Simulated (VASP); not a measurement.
# Hf (I4_1/amd) in VASP: further runs

The runs below take Hf through single point, with PBE.

All numbers are computed with VASP 6.6.1; they aren't measurements. Logs are shortened: lines on timing, memory, paths and dates and some standing lists are left out, and cuts for length are marked.

**1. The cell of the first run**

Symmetry: I4_1/amd, No. 141, tetragonal system. Conventional cell: a = 4.834 Å, b = 4.834 Å, c = 2.655 Å, α = 90.00°, β = 90.00°, γ = 90.00°. Within 3.3 Å of Hf (site symmetry -4m2) lie 10 Hf at 2.51 to 3.13 Å.

**2. Single point, PBE**

Input file INCAR:

```
SYSTEM = Hf
  PREC = Accurate
  ENCUT = 520
  EDIFF = 1E-7
  ISMEAR = -1
  SIGMA = 0.05
  LREAL = .FALSE.
  LASPH = .TRUE.
  NELM = 60
  ALGO = Normal
  ISIF = 2
  LWAVE = .FALSE.
  LCHARG = .FALSE.
  GGA = PE
  NBANDS = 17
```

Input file KPOINTS:

```
regular mesh
0
G
  16 16 16
  0 0 0
```

Input file POSCAR:

```
Hf
1.0
   -2.4171492065      2.4171492065      1.3275603919
    2.4171492065     -2.4171492065      1.3275603919
    2.4171492065      2.4171492065     -1.3275603919
Hf
2
Direct
   -0.3750000000     -0.1250000000     -0.2500000000
    0.3750000000      0.1250000000      0.2500000000
```

Potentials or basis: VASP PAW PBE potentials, release 64 (Hf_pv).

Launch:

```console
> cat potpaw_PBE.64/Hf_pv/POTCAR > POTCAR
> mpirun -np 1 vasp_std > vasp.out
```

OUTCAR:

```text
SYSTEM = Hf
   PREC = Accurate
   ENCUT = 520
   EDIFF = 1E-7
   ISMEAR = -1
   LREAL = .FALSE.
   LASPH = .TRUE.
   NELM = 60
   ISIF = 2
   GGA = PE

 ion  position               nearest neighbor table
   1  0.625  0.875  0.750-   2 2.51   2 2.51   2 2.51   2 2.51   2 3.13   2 3.13   2 3.13   2 3.13

   2  0.375  0.125  0.250-   1 2.51   1 2.51   1 2.51   1 2.51   1 3.13   1 3.13   1 3.13   1 3.13

  LATTYP: Found a body centered tetragonal cell.
 ALAT       =     4.8342984130
 C/A-ratio  =     0.5492256698

  Lattice vectors:

 A1 = (  -2.4171492065,   2.4171492065,   1.3275603919)
 A2 = (   2.4171492065,  -2.4171492065,   1.3275603919)
 A3 = (   2.4171492065,   2.4171492065,  -1.3275603919)

Analysis of symmetry for initial positions (statically):
=====================================================================
 Subroutine PRICEL returns:
 Original cell was already a primitive cell.

 Routine SETGRP: Setting up the symmetry group for a
 body centered tetragonal supercell.

 Subroutine GETGRP returns: Found 16 space group operations
 (whereof  4 operations were pure point group operations)
 out of a pool of 16 trial point group operations.

The static configuration has the point symmetry C_2h.
 The point group associated with its full space group is D_4h.

Analysis of symmetry for dynamics (positions and initial velocities):
=====================================================================
 Subroutine PRICEL returns:
 Original cell was already a primitive cell.

 Routine SETGRP: Setting up the symmetry group for a
 body centered tetragonal supercell.

 Subroutine GETGRP returns: Found 16 space group operations
 (whereof  4 operations were pure point group operations)
 out of a pool of 16 trial point group operations.

The dynamic configuration has the point symmetry C_2h.
 The point group associated with its full space group is D_4h.

 Subroutine INISYM returns: Found 16 space group operations
 (whereof  4 operations are pure point group operations),
 and found     1 'primitive' translations

----------------------------------------------------------------------------------------

                                     Primitive cell

  volume of cell :      31.0257

  direct lattice vectors                    reciprocal lattice vectors
    -2.417149206  2.417149206  1.327560392     0.000000000  0.206855249  0.376630700
[... 82 lines left out ...]
   LSORBIT =      F    spin-orbit coupling
   LASPH  =      T    aspherical Exc in radial PAW
   ENCUT  =  520.0 eV  38.22 Ry    6.18 a.u.   6.82  6.82  6.82*2*pi/ulx,y,z
   NELM   =     60;   NELMIN=  2; NELMDL= -5     # of ELM steps
   EDIFF  = 0.1E-06   stopping-criterion for ELM
   LREAL  =      F    real-space projection
   EDIFFG = 0.1E-05   stopping-criterion for IOM
   NSW    =      0    number of steps for IOM
   IBRION =     -1    ionic relax: 0-MD 1-quasi-New 2-CG
   NFREE  =      0    steps in history (QN), initial steepest desc. (CG)
   ISIF   =      2    stress and relaxation
   ISYM   =      2    0-nonsym 1-usesym 2-fastsym
   POTIM  = 0.5000    time-step for ionic-motion
   TEBEG  =    0.0;   TEEND  =   0.0 temperature during run
   PSTRESS=    0.0 pullay stress
   NELECT =      20.0000    total number of electrons
   NUPDOWN=      -1.0000    fix difference up-down
   EMIN   =  10.00;   EMAX   =-10.00  energy-range for DOS
   EFERMI =   0.00;   METHOD = LEGACY
   ISMEAR =    -1;   SIGMA  =   0.05  broadening in eV -4-tet -1-fermi 0-gaus
   EFERMI_NEDOS =   21; number of points for ismear=-14 and -15
   IALGO  =     38    algorithm
   IMIX   =      4    mixing-type and parameters
     AMIX     =   0.40;   BMIX     =  1.00
     AMIX_MAG =   1.60;   BMIX_MAG =  1.00
  volume/ion in A,a.u.               =      15.51       104.69
  Fermi-wavevector in a.u.,A,eV,Ry     =   1.414201  2.672452 27.211163  1.999964
  Thomas-Fermi vector in A             =   2.535768
   LORBIT       =      0    0 simple, 1 ext, 2 COOP (PROOUT), +10 PAW based schemes
   GGA     = PE    functional components
   LHFCALC =     F    Hartree Fock is set to
   AEXX    =    0.0000 exact exchange contribution
   IVDW    =     0    specifies the selected vdW correction
   LEPSILON=     F    determine dielectric tensor
   LRPA    =     F    only Hartree local field effects (RPA)
 non-spin polarized calculation
  energy-cutoff  :      520.00
  volume of cell :       31.03
 maximum number of plane-waves:       849
   NGX = 13   NGY = 13   NGZ = 13

 number of electron      20.0000005 magnetization

 Free energy of the ion-electron system (eV)
  ---------------------------------------------------
  ext. energy  EPLUGINS =         0.00000000
  ---------------------------------------------------
  free energy    TOTEN  =       -16.00069919 eV

  energy without entropy =      -15.98619326  energy(sigma->0) =      -15.99344622

 E-fermi :   7.1786     XC(G=0): -13.0330

 val. band max:        7.1705268035   @ k =   0.3750   0.0625   0.0625
 cond. band min:       7.1800395152   @ k =  -0.1250  -0.4375   0.1250
 fundamental gap:      0.0095127117
 Fermi energy:         7.1785638058

 k-point     1 :       0.0000    0.0000    0.0000
  band No.  band energies     occupation
      1     -23.8551      2.00000
      2     -23.8551      2.00000
      3     -21.3259      2.00000
      4     -21.2901      2.00000
      5     -21.2516      2.00000
      6     -21.2516      2.00000
[... 457 lines left out ...]
      4     -21.2889      2.00000
      5     -21.2879      2.00000
      6     -21.2015      2.00000
[... 9 lines left out ...]
     16      16.4817      0.00000
     17      16.7934      0.00000

 [... further k-points ...]

------------------------ aborting loop because EDIFF is reached ----------------------------------------

  FORCE on cell =-STRESS in cart. coord.  units (eV):
  Direction    XX          YY          ZZ          XY          YZ          ZX
  --------------------------------------------------------------------------------------
  -------------------------------------------------------------------------------------
  Total       14.0246584     14.0246584     14.1287861      0.0000000     -0.0000000      0.0000000
  in kB      724.2386163    724.2386163    729.6158074      0.0000000     -0.0000000      0.0000000
  external PRESSURE =     726.0310133 kB  Pullay stress =       0.0000000 kB

 VOLUME and BASIS-vectors are now :
 -----------------------------------------------------------------------------
  energy-cutoff  :      520.00
  volume of cell :       31.03
      direct lattice vectors                 reciprocal lattice vectors
    -2.417149206  2.417149206  1.327560392     0.000000000  0.206855249  0.376630700
     2.417149206 -2.417149206  1.327560392     0.206855249  0.000000000  0.376630700
     2.417149206  2.417149206 -1.327560392     0.206855249  0.206855249  0.000000000

 POSITION                                       TOTAL-FORCE (eV/Angst)
 -----------------------------------------------------------------------------------
      2.41715      1.20857      0.99567         0.000000      0.000000      0.000000
     -0.00000      1.20857      0.33189        -0.000000     -0.000000     -0.000000
 -----------------------------------------------------------------------------------
    total drift:                                0.000000      0.000000     -0.000000

  FREE ENERGIE OF THE ION-ELECTRON SYSTEM (eV)
  ---------------------------------------------------
  free  energy   TOTEN  =       -16.0006991889 eV

  energy  without entropy=      -15.9861932550  energy(sigma->0) =      -15.99344622
```

OSZICAR:

```text
N       E                     dE             d eps       ncg     rms          rms(c)
DAV:   1     0.588889378240E+02    0.58889E+02   -0.11516E+04 11890   0.117E+03
DAV:   2    -0.148074407501E+02   -0.73696E+02   -0.71697E+02 15641   0.265E+02
DAV:   3    -0.164375473960E+02   -0.16301E+01   -0.16157E+01 14116   0.269E+01
DAV:   4    -0.164459482952E+02   -0.84009E-02   -0.83980E-02 15145   0.226E+00
DAV:   5    -0.164459944317E+02   -0.46137E-04   -0.46132E-04 14170   0.150E-01    0.747E+01
DAV:   6    -0.161119935884E+02    0.33400E+00   -0.25042E-01 13134   0.328E+00    0.438E+01
DAV:   7    -0.160058359925E+02    0.10616E+00   -0.35800E-01 13842   0.377E+00    0.175E+00
DAV:   8    -0.160006467771E+02    0.51892E-02   -0.25455E-02 13830   0.107E+00    0.167E-01
DAV:   9    -0.160006963987E+02   -0.49622E-04   -0.51991E-04 15294   0.164E-01    0.125E-01
DAV:  10    -0.160006978121E+02   -0.14134E-05   -0.21411E-05 13917   0.336E-02    0.899E-02
DAV:  11    -0.160006993946E+02   -0.15825E-05   -0.54155E-06 13366   0.154E-02    0.617E-03
DAV:  12    -0.160006992691E+02    0.12549E-06   -0.17429E-07 11457   0.303E-03    0.369E-03
DAV:  13    -0.160006991889E+02    0.80261E-07   -0.23181E-08  6795   0.116E-03
   1 F= -.16000699E+02 E0= -.15993446E+02  d E =-.145059E-01
```

It took 71 s on 1 thread of Intel Xeon 6975P-C (Granite Rapids), shared host; peak memory 0.27 GiB.

What came out:

```yaml
Free_energy: -16.0007 eV
Pressure: 72.6 GPa
Band_gap_on_the_k_mesh: zero (band 10 reaches 7.72 eV, above the bottom of band 11 at 6.21 eV)
```

Caveat: spin-orbit coupling is left out, which moves the levels of the heavy elements.

**3. Single point, PBE**

Input file INCAR:

```
ALGO = Normal ; EDIFF = 1E-6
ENCUT = 520 ; GGA = PE
ISIF = 2 ; ISMEAR = -1
LASPH = True ; LCHARG = False
LREAL = False ; LWAVE = False
NBANDS = 17 ; NELM = 80
PREC = Accurate ; SIGMA = 0.05
```

Input file KPOINTS:

```
k-points
0
Gamma
  16 16 16
```

Input file POSCAR:

```
Hf
1.0
   -2.4173396177      2.4173396177      1.3277500200
    2.4173396177     -2.4173396177      1.3277500200
    2.4173396177      2.4173396177     -1.3277500200
Hf
2
Direct
   -0.3750000000     -0.1250000000     -0.2500000000
    0.3750000000      0.1250000000      0.2500000000
```

Potentials or basis: VASP PAW PBE potentials, release 64 (Hf_pv).

Launch:

```console
> cat potpaw_PBE.64/Hf_pv/POTCAR > POTCAR
> mpirun -np 1 vasp_std > vasp.out
```

Wall time 73 s (1 thread of Intel Xeon 6975P-C (Granite Rapids), shared host); peak memory 0.27 GiB.

It converged, with:

```
Free energy            : -16.0049 eV
Pressure               : 72.5 GPa
Band gap on the k mesh : zero (band 10 reaches 7.72 eV, above the bottom of band 11 at 6.21 eV)
```

Stress tensor (GPa, compression positive):
```
72.33  0.00  0.00
 0.00 72.33  0.00
 0.00  0.00 72.84
```

Levels at points of the mesh, in eV from the Fermi level:
```tsv
k point	band 7	band 8	band 9	band 10	band 11	band 12	band 13	band 14
(0.00, 0.00, 0.00)	-7.61	-5.27	-1.90	-1.46	-0.05	4.76	4.76	5.13
(0.50, 0.00, 0.00)	-3.94	-3.88	-1.68	-0.16	1.99	2.72	2.88	4.87
(0.50, 0.50, 0.00)	-3.73	-3.73	-0.97	-0.97	1.74	1.74	3.51	3.51
(0.50, 0.50, 0.50)	-3.61	-3.61	0.13	0.13	1.70	1.70	4.43	4.43
```

Caveat: spin-orbit coupling is left out, which moves the levels of the heavy elements.
